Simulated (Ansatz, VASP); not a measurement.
# Two plane-wave programs on CdF2

The input INCAR:

```
  PREC = Accurate
  ENCUT = 520
  EDIFF = 1E-6
  ISMEAR = 0
  SIGMA = 0.1
  LREAL = False
  LASPH = True
  NELM = 60
  ALGO = Normal
  ISIF = 2
  LWAVE = False
  LCHARG = True
  GGA = PE
  LELF = True
  LVHAR = True
  NBANDS = 35
```

KPOINTS

```
Automatic mesh
0
Gamma
  4 4 6
```

Contents of POSCAR:

```
CdF2
1.0
    4.5599582774      0.0000000000      0.0000000000
    0.0000000000      4.5599582774      0.0000000000
    0.0000000000      0.0000000000      2.9758678659
Cd F
2 4
Direct
    0.0000000000      0.0000000000      0.0000000000
    0.5000000000      0.5000000000      0.5000000000
    0.3028000000      0.3028000000      0.0000000000
    0.1972000000      0.8028000000      0.5000000000
    0.6972000000      0.6972000000      0.0000000000
    0.8028000000      0.1972000000      0.5000000000
```

Input for Ansatz:

```yaml
crystal:
  lattice:
    - [4.5599582774, 0.0, 0.0]
    - [0.0, 4.5599582774, 0.0]
    - [0.0, 0.0, 2.9758678659]
  atoms:
    - { symbol: Cd, position: [0.0, 0.0, 0.0] }
    - { symbol: Cd, position: [0.5, 0.5, 0.5] }
    - { symbol: F, position: [0.3028, 0.3028, 0.0] }
    - { symbol: F, position: [0.1972, 0.8028, 0.5] }
    - { symbol: F, position: [0.6972, 0.6972, 0.0] }
    - { symbol: F, position: [0.8028, 0.1972, 0.5] }
basis:
  ecutwfc: 420
kpoints:
  mp_grid: { grid: [4, 4, 6] }
hamiltonian:
  xc: pbe
scf:
  occupations: { method: gaussian, width: 0.1 }
output:
  forces: true
  stress: true
  eigenvalues: true
```

Alike in both runs: task single point; functional PBE; k mesh 4 × 4 × 6; occupations gaussian, width 0.1 eV; no spin polarisation.

|  | VASP | Ansatz |
| --- | --- | --- |
| version | VASP 6.6.1 | Ansatz 0.2.0 |
| potentials or method | VASP PAW PBE potentials, release 64 (Cd, F), cutoff 520 eV | scalar-relativistic, plane waves, PAW |
| valence electrons in the cell | 52 | 68 |

```tsv
	VASP	Ansatz	Ansatz less VASP
gap on the k mesh at the Fermi level (eV)	2.60	2.66	+0.065
least direct gap on the mesh (eV)	2.60	2.66	+0.065
pressure (GPa)	107.2	101.0	-6.18
traceless stress, the component that is largest in VASP (GPa)	20.30	18.95	-1.356
rms of the force components (eV/Å)	0.653	0.606	-0.0466
```

Atom by atom the forces differ by 0.047 eV/Å (rms over components). Both programs put the cell under a high pressure, so it lies far from rest at this level. VASP's potentials hold 52 valence electrons a cell and Ansatz's 68, so a difference there can come from the potentials and not from the codes.

Noted on VASP's run: the cell as given lies far from equilibrium.
